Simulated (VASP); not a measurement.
Here is a VASP 6.6.1 calculation.

File POSCAR:

```
CdS
1.0
    0.0000000000      2.9737007966      2.9737007966
    2.9737007966      0.0000000000      2.9737007966
    2.9737007966      2.9737007966      0.0000000000
Cd S
1 1
Direct
    0.0000000000      0.0000000000      0.0000000000
    0.7500000000      0.7500000000      0.7500000000
```

The input INCAR.step1:

```
SYSTEM = CdS
PREC     = Accurate       ! precision mode
ENCUT    = 520            ! plane-wave cutoff, eV
EDIFF    = 1E-5           ! SCF threshold, eV
ISMEAR   = -1             ! smearing method
SIGMA    = 0.05           ! smearing width, eV
LREAL    = .FALSE.        ! projectors in reciprocal space
LASPH    = .TRUE.         ! aspherical terms in the spheres
NELM     = 60             ! most SCF steps
ALGO     = Normal         ! electronic algorithm
ISIF     = 2              ! what is computed and relaxed
LWAVE    = .TRUE.         ! write WAVECAR
LCHARG   = .FALSE.        ! write CHGCAR
GGA      = PE             ! functional
NBANDS   = 16             ! bands
```

The input INCAR.step2:

```
SYSTEM = CdS
PREC     = Accurate       ! precision mode
ENCUT    = 520            ! plane-wave cutoff, eV
EDIFF    = 1E-6           ! SCF threshold, eV
ISMEAR   = -1             ! smearing method
SIGMA    = 0.05           ! smearing width, eV
LREAL    = .FALSE.        ! projectors in reciprocal space
LASPH    = .TRUE.         ! aspherical terms in the spheres
NELM     = 60             ! most SCF steps
ALGO     = Normal         ! electronic algorithm
ISIF     = 2              ! what is computed and relaxed
LWAVE    = .FALSE.        ! write WAVECAR
LCHARG   = .FALSE.        ! write CHGCAR
GGA      = B5             ! functional
LHFCALC  = .TRUE.         ! exact exchange
AEXX     = 0.5            ! exact-exchange fraction
ALDAX    = 0.5          
AGGAX    = 0.5          
AGGAC    = 1.0          
ALDAC    = 0.0          
PRECFOCK = Normal       
ISTART   = 1            
NBANDS   = 16             ! bands
```

Contents of KPOINTS:

```
Automatic mesh
0
G
  4 4 4
  0 0 0
```

Potentials or basis: VASP PAW PBE potentials, release 64 (Cd, S).

The run is started by

```sh
$ cat potpaw_PBE.64/Cd/POTCAR potpaw_PBE.64/S/POTCAR > POTCAR
$ cp INCAR.step1 INCAR
$ mpirun -np 1 vasp_std > vasp.out
$ cp INCAR.step2 INCAR
$ mpirun -np 1 vasp_std > vasp.out
```

Question: Predict the band gap on the k mesh.

Answer: 4.52 eV.

Question: Estimate the pressure.

Answer: -0.3 GPa.

Caveat: the k points lie up to 0.46 Å⁻¹ apart; the PAW data sets were made with another functional, which shifts forces and pressure a little.
